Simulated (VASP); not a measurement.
Write the native input for VASP 6.6.1 that does the following.

- Task: single point
- Functional: LDA
- Potentials or basis: VASP PAW LDA potentials, release 64 (Al, O)
- Cutoff: 600 eV
- k mesh: 7 × 7 × 3
- Occupations: gaussian, width 0.01 eV
- Spin: no spin polarisation
- Dipole correction: no
- Further INCAR settings: ALGO = Normal; EDIFF = 1e-06; NBANDS = 20

The structure of Al2O3 lies in POSCAR:

```
Al2O3
1.0
    3.0174800000      0.0000000000      0.0000000000
   -1.5087400000      2.6132143354      0.0000000000
    0.0000000000      0.0000000000      7.5746400000
Al O
2 3
Direct
    0.0000000000      0.0000000000      0.2779500000
    0.0000000000      0.0000000000      0.7220500000
    0.3333333333      0.6666666667      0.1994500000
    0.6666666667      0.3333333333      0.8005500000
    0.0000000000      0.0000000000      0.5000000000
```

One way to write it, as run:

INCAR

```
SYSTEM = Al2O3
  PREC = Accurate
  ENCUT = 600
  EDIFF = 1E-6
  ISMEAR = 0
  SIGMA = 0.01
  LREAL = .False.
  LASPH = .True.
  NELM = 120
  ALGO = Normal
  ISIF = 2
  LWAVE = .False.
  LCHARG = .False.
  NBANDS = 20
  GGA_COMPAT = .False.
```

KPOINTS

```
Automatic mesh
0
Gamma
  7 7 3
  0 0 0
```

Potentials or basis: VASP PAW LDA potentials, release 64 (Al, O).

Command:

```sh
$ cat potpaw_LDA.64/Al/POTCAR potpaw_LDA.64/O/POTCAR > POTCAR
$ mpirun -np 1 vasp_std > vasp.out
```

Results of the run:

```yaml
Pressure: -7.8 GPa
Largest_force: 0.431 eV/Å
Band_gap_on_the_k_mesh: 2.19 eV
```

Caveat: the cell stands under tension.

It took 17 s on 1 thread of Intel(R) Xeon(R) Platinum 8488C (Sapphire Rapids) (shared host), peak memory 0.16 GiB.
